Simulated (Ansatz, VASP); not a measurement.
## NaHF2 in VASP and in Ansatz

```
Na H F
1.0
     1.73419    1.00123    4.65428
    -1.73419    1.00123    4.65428
     0.00000   -2.00247    4.65428
Na H F
1 1 2
Direct
  0.00000 0.00000 0.00000
  0.50000 0.50000 0.50000
  0.41000 0.41000 0.41000
  0.59000 0.59000 0.59000
```

Change from the starting cell: volume scaled by 1.01, PAW files.

Alike in both runs: task electric field gradients; functional LDA; k mesh 10 × 10 × 10; occupations fermi-dirac, width 0.02 eV; no spin polarisation.

|  | VASP | Ansatz |
| --- | --- | --- |
| version | VASP 6.6.1 | Ansatz 0.2.0 |
| potentials or method | VASP PAW LDA potentials, release 64 (Na_pv, H, F) | PAW with Ansatz's default frozen-core files, scalar-relativistic |
| plane-wave cutoff (eV) | 520 | 420 |
| valence electrons in the cell | 22 | 24 |

|  | VASP | Ansatz | Ansatz less VASP |
| --- | --- | --- | --- |
| gap on the k mesh at the Fermi level (eV) | 6.29 | 6.32 | +0.032 |
| pressure (GPa) | -7.4 | -7.4 | +0.01 |
| traceless stress, the component that is largest in VASP (GPa) | -11.00 | -11.40 | -0.397 |
| rms of the force components (eV/Å) | 0.877 | 0.900 | +0.0229 |
| size of Vzz on the site where it differs most (V/Å²) | 118.9 | 117.0 | -1.91 |

LDA's correlation is that of Perdew and Zunger in VASP and of Perdew and Wang (1992) in Ansatz. Atom by atom the forces differ by 0.023 eV/Å (rms over components). VASP's potentials hold 22 valence electrons a cell and Ansatz's 24, so a difference there can come from the potentials and not from the codes.
